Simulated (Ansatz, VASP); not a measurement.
**Two plane-wave programs on NaCl**

```
Na Cl
1.0
     0.00000    2.80273    2.80273
     2.80273    0.00000    2.80273
     2.80273    2.80273    0.00000
Na Cl
1 1
Direct
  0.00000 0.00000 0.00000
  0.50000 0.50000 0.50000
```

Alike in both runs: task single point; functional HSE06; k mesh 4 × 4 × 4; no spin polarisation.

```csv
,VASP,Ansatz
version,VASP 6.6.1,Ansatz 0.2.0
potentials or method,"VASP PAW PBE potentials, release 64 (Na_pv, Cl)","plane waves, PAW"
plane-wave cutoff (eV),520,420
occupations,"gaussian, width 0.01 eV",fixed
valence electrons in the cell,14,16
```

```csv
,VASP,Ansatz,Ansatz less VASP
gap on the k mesh at the Fermi level (eV),6.55,6.56,+0.008
pressure (GPa),0.7,0.7,-0.02
```

VASP's potentials hold 14 valence electrons a cell and Ansatz's 16, so a difference there can come from the potentials and not from the codes. Ansatz's warnings: stress exchange threshold loose, stress scf threshold loose.

The k mesh is coarse, so the values compare programs but aren't converged.
